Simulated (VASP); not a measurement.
# KBr (Fm-3m) in VASP: notebook, part 2 of 4

VASP 6.6.1. The steps go on from the part before.

## 3. Single point, r2SCAN

This run uses another cell than the first one, of 30.58 Å³/atom.

Contents of POSCAR:

```
KBr
1.0
    3.1269833505      3.1269833505      0.0000000000
   -3.1269833505      3.1269833505      0.0000000000
    0.0000000000      3.1269833505      3.1269833505
K Br
1 1
Direct
    0.0000000000      0.0000000000      0.0000000000
    0.5000000000      0.5000000000      0.0000000000
```

Contents of INCAR.step1:

```
SYSTEM = KBr
PREC = Accurate
ENCUT = 520
ISMEAR = 0
SIGMA = 0.01
LREAL = .False.
LASPH = .True.
NELM = 80
NBANDS = 15
GGA = PE
ALGO = Normal
EDIFF = 1E-4
LWAVE = .True.
LCHARG = .False.
```

Contents of INCAR.step2:

```
SYSTEM = KBr
PREC = Accurate
ENCUT = 520
EDIFF = 1E-7
ISMEAR = 0
SIGMA = 0.01
LREAL = .False.
LASPH = .True.
NELM = 80
ALGO = Normal
ISIF = 2
LWAVE = .False.
LCHARG = .False.
METAGGA = R2SCAN
LMIXTAU = .True.
NBANDS = 15
ISTART = 1
```

Contents of KPOINTS:

```
Automatic mesh
0
Gamma
  6 6 6
  0 0 0
```

Potentials or basis: VASP PAW PBE potentials, release 64 (K_sv, Br).

Launch:

```bash
$ cat potpaw_PBE.64/K_sv/POTCAR potpaw_PBE.64/Br/POTCAR > POTCAR
$ cp INCAR.step1 INCAR
$ mpirun -np 1 vasp_std > vasp.out
$ cp INCAR.step2 INCAR
$ mpirun -np 1 vasp_std > vasp.out
```

OUTCAR:

```text
SYSTEM = KBr
   PREC = Accurate
   ENCUT = 520
   EDIFF = 1E-7
   ISMEAR = 0
   LREAL = .False.
   LASPH = .True.
   NELM = 80
   ISIF = 2
   METAGGA = R2SCAN
   ISTART = 1

 ion  position               nearest neighbor table
   1  0.000  0.000  0.000-   2 3.13   2 3.13   2 3.13   2 3.13   2 3.13   2 3.13
   2  0.500  0.500  0.000-   1 3.13   1 3.13   1 3.13   1 3.13   1 3.13   1 3.13

  LATTYP: Found a face centered cubic cell.
 ALAT       =     6.2539667010

  Lattice vectors:

 A1 = (   0.0000000000,   3.1269833505,   3.1269833505)
 A2 = (   3.1269833505,   0.0000000000,   3.1269833505)
 A3 = (   3.1269833505,   3.1269833505,   0.0000000000)

Analysis of symmetry for initial positions (statically):
=====================================================================
 Subroutine PRICEL returns:
 Original cell was already a primitive cell.

 Routine SETGRP: Setting up the symmetry group for a
 face centered cubic supercell.

 Subroutine GETGRP returns: Found 48 space group operations
 (whereof 48 operations were pure point group operations)
 out of a pool of 48 trial point group operations.

The static configuration has the point symmetry O_h .

Analysis of symmetry for dynamics (positions and initial velocities):
=====================================================================
 Subroutine PRICEL returns:
 Original cell was already a primitive cell.

 Routine SETGRP: Setting up the symmetry group for a
 face centered cubic supercell.

 Subroutine GETGRP returns: Found 48 space group operations
 (whereof 48 operations were pure point group operations)
 out of a pool of 48 trial point group operations.

The dynamic configuration has the point symmetry O_h .

 Subroutine INISYM returns: Found 48 space group operations
 (whereof 48 operations are pure point group operations),
 and found     1 'primitive' translations

----------------------------------------------------------------------------------------

                                     Primitive cell

  volume of cell :      61.1514

  direct lattice vectors                    reciprocal lattice vectors
     3.126983351  3.126983351  0.000000000     0.159898517  0.159898517 -0.159898517
    -3.126983351  3.126983351  0.000000000    -0.159898517  0.159898517 -0.159898517
     0.000000000  3.126983351  3.126983351     0.000000000  0.000000000  0.319797034

  length of vectors
     4.422222264  4.422222264  4.422222264     0.276952355  0.276952355  0.319797034

  position of ions in fractional coordinates (direct lattice)
     0.000000000  0.000000000  0.000000000
     0.500000000  0.500000000  0.000000000

  ion indices of the primitive-cell ions
   primitive index   ion index
                 1           1
                 2           2

----------------------------------------------------------------------------------------

 KPOINTS: Automatic mesh

Automatic generation of k-mesh.
 Grid dimensions read from file:
 generate k-points for:    6    6    6

 Generating k-lattice:

  Cartesian coordinates                     Fractional coordinates (reciprocal lattice)
     0.026649753  0.026649753 -0.026649753     0.166666667  0.000000000  0.000000000
    -0.026649753  0.026649753 -0.026649753     0.000000000  0.166666667  0.000000000
[... 33 lines left out ...]
   total plane-waves  NPLWV =  46656
   dimension x,y,z NGX =    36 NGY =   36 NGZ =   36
   dimension x,y,z NGXF=    72 NGYF=   72 NGZF=   72
   ions per type =               1   1
   NGX,Y,Z   is equivalent  to a cutoff of  13.53, 13.53, 13.53 a.u.
   NGXF,Y,Z  is equivalent  to a cutoff of  27.07, 27.07, 27.07 a.u.
 SYSTEM =  KBr
   PREC   = accura    normal or accurate (medium, high low for compatibility)
   ISTART =      1    job   : 0-new  1-cont  2-samecut
   ICHARG =      0    charge: 1-file 2-atom 10-const
   ISPIN  =      1    spin polarized calculation?
   LNONCOLLINEAR =      F non collinear calculations
   LSORBIT =      F    spin-orbit coupling
   LASPH  =      T    aspherical Exc in radial PAW
   ENCUT  =  520.0 eV  38.22 Ry    6.18 a.u.   8.22  8.22  8.22*2*pi/ulx,y,z
   NELM   =     80;   NELMIN=  2; NELMDL=  0     # of ELM steps
   EDIFF  = 0.1E-06   stopping-criterion for ELM
   LREAL  =      F    real-space projection
   EDIFFG = 0.1E-05   stopping-criterion for IOM
   NSW    =      0    number of steps for IOM
   IBRION =     -1    ionic relax: 0-MD 1-quasi-New 2-CG
   NFREE  =      0    steps in history (QN), initial steepest desc. (CG)
   ISIF   =      2    stress and relaxation
   ISYM   =      2    0-nonsym 1-usesym 2-fastsym
   POTIM  = 0.5000    time-step for ionic-motion
   TEBEG  =    0.0;   TEEND  =   0.0 temperature during run
   PSTRESS=    0.0 pullay stress
   NELECT =      16.0000    total number of electrons
   NUPDOWN=      -1.0000    fix difference up-down
   EMIN   =  10.00;   EMAX   =-10.00  energy-range for DOS
   EFERMI =   0.00;   METHOD = LEGACY
   ISMEAR =     0;   SIGMA  =   0.01  broadening in eV -4-tet -1-fermi 0-gaus
   EFERMI_NEDOS =   21; number of points for ismear=-14 and -15
   IALGO  =     38    algorithm
   IMIX   =      4    mixing-type and parameters
     AMIX     =   0.40;   BMIX     =  1.00
     AMIX_MAG =   1.60;   BMIX_MAG =  1.00
  volume/ion in A,a.u.               =      30.58       206.34
  Fermi-wavevector in a.u.,A,eV,Ry     =   1.047079  1.978692 14.917067  1.096373
  Thomas-Fermi vector in A             =   2.181944
   LORBIT       =      0    0 simple, 1 ext, 2 COOP (PROOUT), +10 PAW based schemes
   METAGGA = R2SCAN    functional components
   LHFCALC =     F    Hartree Fock is set to
   AEXX    =    0.0000 exact exchange contribution
   IVDW    =     0    specifies the selected vdW correction
   LEPSILON=     F    determine dielectric tensor
   LRPA    =     F    only Hartree local field effects (RPA)
 non-spin polarized calculation
 Gauss-broadening in eV      SIGMA  =   0.01
  energy-cutoff  :      520.00
  volume of cell :       61.15
 maximum number of plane-waves:      1676
 NGX is ok and might be reduce to    36
   NGX = 17   NGY = 17   NGZ = 17

 number of electron      15.9999999 magnetization

 Free energy of the ion-electron system (eV)
  ---------------------------------------------------
  ext. energy  EPLUGINS =         0.00000000
  ---------------------------------------------------
  free energy    TOTEN  =       -23.13002605 eV

  energy without entropy =      -23.13002605  energy(sigma->0) =      -23.13002605

 E-fermi :  -1.3427     XC(G=0):  -8.4683

 val. band max:       -1.4224821325   @ k =   0.0000   0.0000   0.0000
 cond. band min:       4.1746701673   @ k =   0.0000   0.0000   0.0000
 fundamental gap:      5.5971522997
 Fermi energy:        -1.3426900060

 k-point     1 :       0.0000    0.0000    0.0000
  band No.  band energies     occupation
      1     -30.0032      2.00000
      2     -14.3881      2.00000
      3     -12.7241      2.00000
      4     -12.7241      2.00000
      5     -12.7241      2.00000
      6      -1.4225      2.00000
      7      -1.4225      2.00000
      8      -1.4225      2.00000
      9       4.1747      0.00000
     10       6.7779      0.00000
     11       6.7779      0.00000
     12       6.7779      0.00000
     13       7.8677      0.00000
     14       7.8677      0.00000
[... 257 lines left out ...]
      2     -14.3382      2.00000
      3     -12.8702      2.00000
      4     -12.8177      2.00000
      5     -12.6305      2.00000
      6      -2.2960      2.00000
      7      -2.0540      2.00000
      8      -1.9796      2.00000
      9       5.6295      0.00000
     10       7.8625      0.00000
     11       8.0257      0.00000
     12       9.3149      0.00000
     13       9.9019      0.00000
     14      10.6656      0.00000
     15      11.5266      0.00000

------------------------ aborting loop because EDIFF is reached ----------------------------------------

  FORCE on cell =-STRESS in cart. coord.  units (eV):
  Direction    XX          YY          ZZ          XY          YZ          ZX
  --------------------------------------------------------------------------------------
  -------------------------------------------------------------------------------------
  Total        1.5249082      1.5249082      1.5249082      0.0000000      0.0000000      0.0000000
  in kB       39.9528326     39.9528326     39.9528326      0.0000000      0.0000000      0.0000000
  external PRESSURE =      39.9528326 kB  Pullay stress =       0.0000000 kB

 VOLUME and BASIS-vectors are now :
 -----------------------------------------------------------------------------
  energy-cutoff  :      520.00
  volume of cell :       61.15
      direct lattice vectors                 reciprocal lattice vectors
     3.126983351  3.126983351  0.000000000     0.159898517  0.159898517 -0.159898517
    -3.126983351  3.126983351  0.000000000    -0.159898517  0.159898517 -0.159898517
     0.000000000  3.126983351  3.126983351     0.000000000  0.000000000  0.319797034

 POSITION                                       TOTAL-FORCE (eV/Angst)
 -----------------------------------------------------------------------------------
      0.00000      0.00000      0.00000         0.000000      0.000000      0.000000
      0.00000      3.12698      0.00000        -0.000000     -0.000000      0.000000
 -----------------------------------------------------------------------------------
    total drift:                               -0.000000      0.000000     -0.000000

  FREE ENERGIE OF THE ION-ELECTRON SYSTEM (eV)
  ---------------------------------------------------
  free  energy   TOTEN  =       -23.1300260469 eV

  energy  without entropy=      -23.1300260469  energy(sigma->0) =      -23.13002605
```

OUTCAR.step1:

```text
SYSTEM = KBr
   PREC = Accurate
   ENCUT = 520
   ISMEAR = 0
   LREAL = .False.
   LASPH = .True.
[... 499 lines left out ...]
      0.00000      0.00000      0.00000         0.000000      0.000000      0.000000
      0.00000      3.12698      0.00000         0.000000     -0.000000      0.000000
 -----------------------------------------------------------------------------------
    total drift:                               -0.000000      0.000000     -0.000000

  FREE ENERGIE OF THE ION-ELECTRON SYSTEM (eV)
  ---------------------------------------------------
  free  energy   TOTEN  =        -6.0484860250 eV

  energy  without entropy=       -6.0484860250  energy(sigma->0) =       -6.04848602
```

OSZICAR.step1:

```text
N       E                     dE             d eps       ncg     rms          rms(c)
DAV:   1     0.100279411868E+03    0.10028E+03   -0.69562E+03   480   0.949E+02
DAV:   2    -0.343141713458E+00   -0.10062E+03   -0.92558E+02   627   0.237E+02
DAV:   3    -0.597793909961E+01   -0.56348E+01   -0.55967E+01   671   0.491E+01
DAV:   4    -0.619468762908E+01   -0.21675E+00   -0.21659E+00   721   0.823E+00
DAV:   5    -0.619633102319E+01   -0.16434E-02   -0.16434E-02   664   0.726E-01    0.431E+00
DAV:   6    -0.604918229553E+01    0.14715E+00   -0.18665E-01   592   0.226E+00    0.314E+00
DAV:   7    -0.604127286841E+01    0.79094E-02   -0.10584E-01   641   0.185E+00    0.121E+00
DAV:   8    -0.604759831540E+01   -0.63254E-02   -0.10523E-02   504   0.802E-01    0.116E-01
DAV:   9    -0.604820842491E+01   -0.61011E-03   -0.51558E-04   627   0.148E-01    0.716E-02
DAV:  10    -0.604846923155E+01   -0.26081E-03   -0.24343E-04   486   0.928E-02    0.114E-02
DAV:  11    -0.604848602499E+01   -0.16793E-04   -0.19332E-05   464   0.321E-02
   1 F= -.60484860E+01 E0= -.60484860E+01  d E =-.151149E-11
```

Run time: 53 s. Hardware: 1 thread of AMD EPYC 9R45 (Zen 5), shared host; peak memory 0.19 GiB.

Results:

- Free energy: -23.1300 eV
- Pressure: 4.0 GPa
- Band gap on the k mesh: 5.60 eV

Caveat: the cell stands under pressure; the PAW data sets were made with another functional, which shifts forces and pressure a little.

## 4. Single point, r2SCAN

This run uses another cell than the first one, of 32.72 Å³/atom.

Contents of POSCAR:

```
KBr
1.0
    3.1983035100      3.1983035100      0.0000000000
   -3.1983035100      3.1983035100      0.0000000000
    0.0000000000      3.1983035100      3.1983035100
K Br
1 1
Direct
    0.0000000000      0.0000000000      0.0000000000
    0.5000000000      0.5000000000      0.0000000000
```

Edit INCAR.step1 of step 3 so:

```diff
@@ -7,3 +7,3 @@
 LASPH = .True.
-NELM = 80
+NELM = 60
 NBANDS = 15
```

Edit INCAR.step2 of step 3 so:

```diff
@@ -3,3 +3,3 @@
 ENCUT = 520
-EDIFF = 1E-7
+EDIFF = 1E-6
 ISMEAR = 0
@@ -8,3 +8,3 @@
 LASPH = .True.
-NELM = 80
+NELM = 60
 ALGO = Normal
```

Contents of KPOINTS:

```
regular mesh
0
Gamma
  6 6 6
  0 0 0
```

Launch:

```bash
$ cat potpaw_PBE.64/K_sv/POTCAR potpaw_PBE.64/Br/POTCAR > POTCAR
$ cp INCAR.step1 INCAR
$ mpirun -np 1 vasp_std > vasp.out
$ cp INCAR.step2 INCAR
$ mpirun -np 1 vasp_std > vasp.out
```

Wall time 48 s (1 thread of AMD EPYC 9R45 (Zen 5), shared host); peak memory 0.18 GiB.

The run converged. Its results:

```
Free energy            : -23.2094 eV
Pressure               : 2.0 GPa
Band gap on the k mesh : 5.37 eV
```

Levels at points of the mesh, in eV from the valence-band top:
```tsv
k point	band 4	band 5	band 6	band 7	band 8	band 9	band 10	band 11	band 12	band 13
(0.00, 0.00, 0.00)	-11.41	-11.41	0.00	0.00	0.00	5.37	8.23	8.23	8.23	9.27
(0.50, 0.00, 0.00)	-11.42	-11.10	-1.37	-0.41	-0.41	7.34	9.21	10.77	10.77	11.11
(0.50, 0.50, 0.00)	-11.46	-11.46	-0.92	-0.32	-0.32	6.23	8.40	10.34	10.70	10.91
```

Caveat: the PAW data sets were made with another functional, which shifts forces and pressure a little.

[end of part 2 of 4]
